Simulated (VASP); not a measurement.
Crystal: Os.

```xyz
1
Lattice="-1.5270 1.5270 1.5270 1.5270 -1.5270 1.5270 1.5270 1.5270 -1.5270" Properties=species:S:1:pos:R:3 pbc="T T T"
Os    0.0000    0.0000    0.0000
```

This cell differs from its parent crystal: volume scaled by 0.92.

Base run:

* Program: VASP 6.6.1
* Functional: BLYP
* Potentials or basis: VASP PAW PBE potentials, release 64 (Os_sv_GW)
* Cutoff: 500 eV
* k mesh: 16 × 16 × 16
* Occupations: fermi-dirac, width 0.1 eV
* Spin: no spin polarisation

Its results: band gap on the k mesh zero (band 8 reaches 16.78 eV, above the bottom of band 9 at 12.21 eV); pressure 30.2 GPa.

Problem. The run is repeated on the same cell with these changes: potentials or basis from VASP PAW PBE potentials, release 64 (Os_sv_GW) to VASP PAW PBE potentials, release 64 (Os); cutoff from 500 eV to 520 eV; further incar settings from ALGO = Normal; EDIFF = 1e-06; NBANDS = 14 to ALGO = Normal; EDIFF = 1e-06; NBANDS = 10; valence electrons from 16 to 8. What comes out?

Solution. Band gap on the k mesh zero (band 4 reaches 12.56 eV, above the bottom of band 5 at 8.00 eV); pressure 34.8 GPa.

Caveats: the PAW data sets were made with another functional, which shifts forces and pressure a little; spin-orbit coupling is left out, which moves the levels of the heavy elements.
